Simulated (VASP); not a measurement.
## GaAs: vibrations by perturbation theory with PBE

The system is GaAs.

```
CELL_PARAMETERS angstrom
5.65000 0.00000 0.00000
0.00000 5.65000 0.00000
0.00000 0.00000 5.65000
ATOMIC_POSITIONS crystal
Ga 0.00000 0.00000 0.00000
Ga 0.00000 0.50000 0.50000
Ga 0.50000 0.00000 0.50000
Ga 0.50000 0.50000 0.00000
As 0.25000 0.25000 0.25000
As 0.25000 0.75000 0.75000
As 0.75000 0.25000 0.75000
As 0.75000 0.75000 0.25000
```

* Program: VASP 6.6.1
* Task: vibrations by perturbation theory
* Functional: PBE
* Potentials or basis: VASP PAW PBE potentials, release 64 (Ga_d, As)
* Cutoff: 520 eV
* k mesh: 3 × 3 × 3, shifted
* Occupations: gaussian, width 0.01 eV
* Spin: no spin polarisation
* Dipole correction: no
* Further INCAR settings: ALGO = Normal; EDIFF = 1e-08; NBANDS = 46; IBRION = 8; NSW = 1

```
Highest phonon frequency at Γ, LO-TO splitting left out : 269 cm⁻¹
```

Phonon frequencies in cm⁻¹ (negative: imaginary):
| q point | frequencies |
| --- | --- |
| (0.000, 0.000, 0.000) | 0 0 0 70 70 70 70 70 70 221 221 221 237 237 237 256 256 256 256 256 256 269 269 269 |

It took 41 min on 1 thread of AMD EPYC 7R13, with other jobs on the host, peak memory 0.69 GiB.

Caveat: the k points lie up to 0.37 Å⁻¹ apart; the cell wasn't relaxed at this level first, which shifts response properties.
